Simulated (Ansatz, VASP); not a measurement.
# Rb: VASP beside Ansatz

The input INCAR:

```
PREC     = Accurate       # precision mode
ENCUT    = 600            # plane-wave cutoff, eV
EDIFF    = 1E-6           # SCF threshold, eV
ISMEAR   = -1             # smearing method
SIGMA    = 0.05           # smearing width, eV
LREAL    = False          # projectors in reciprocal space
LASPH    = True           # aspherical terms in the spheres
NELM     = 100            # most SCF steps
ALGO     = Normal         # electronic algorithm
ISIF     = 3              # what is computed and relaxed
LWAVE    = False          # write WAVECAR
LCHARG   = False          # write CHGCAR
GGA      = PS             # functional
IBRION   = 2              # ionic algorithm
NSW      = 60             # ionic steps
EDIFFG   = -0.01          # ionic threshold
```

File KPOINTS:

```
regular mesh
0
Gamma
  7 7 7
```

File POSCAR:

```
Rb
1.0
   -2.8025000000      2.8025000000      2.8025000000
    2.8025000000     -2.8025000000      2.8025000000
    2.8025000000      2.8025000000     -2.8025000000
Rb
1
Direct
    0.0000000000      0.0000000000      0.0000000000
```

File input.yaml:

```yaml
crystal:
  lattice:
    - [-2.8025, 2.8025, 2.8025]
    - [2.8025, -2.8025, 2.8025]
    - [2.8025, 2.8025, -2.8025]
  atoms:
    - { symbol: Rb, position: [0.0, 0.0, 0.0] }
hamiltonian:
  xc: pbesol
  pseudopotentials: { kind: paw }
kpoints:
  mp_grid: { grid: [7, 7, 7] }
scf:
  occupations: { method: fermi_dirac, width: 0.05 }
output:
  forces: true
  stress: true
  eigenvalues: true
  write_density: true
  write_potential: true
  elf: true
  volumetric_format: npy
relax:
  f_tol: 0.01
  max_steps: 40
  cell: { stress_tol: 0.05 }
```

Alike in both runs: task relaxation of cell and atoms; functional PBEsol; k mesh 7 × 7 × 7; occupations fermi-dirac, width 0.05 eV; no spin polarisation.

```csv
,VASP,Ansatz
version,VASP 6.6.1,Ansatz 0.2.0
potentials or method,"VASP PAW PBE potentials, release 64 (Rb_sv)",Ansatz PAW
plane-wave cutoff (eV),600,420
valence electrons in the cell,9,9
```

```tsv
	VASP	Ansatz	Ansatz less VASP
gap on the k mesh at the Fermi level, each at its own relaxed structure (eV)	none	none	-
relaxed volume (Å³/atom)	86.34	86.05	-0.293
relaxed length of the cell vector where the two differ most in proportion (Å)	4.823	4.817	-0.0055
```

VASP's potentials were made for PBE, not for PBEsol. A gap of «none» marks a metal or a gap that the smearing closes.

Noted on Ansatz's run: the plane-wave basis is chosen anew once the cell has moved, so the energies of steps on either side of that aren't comparable.
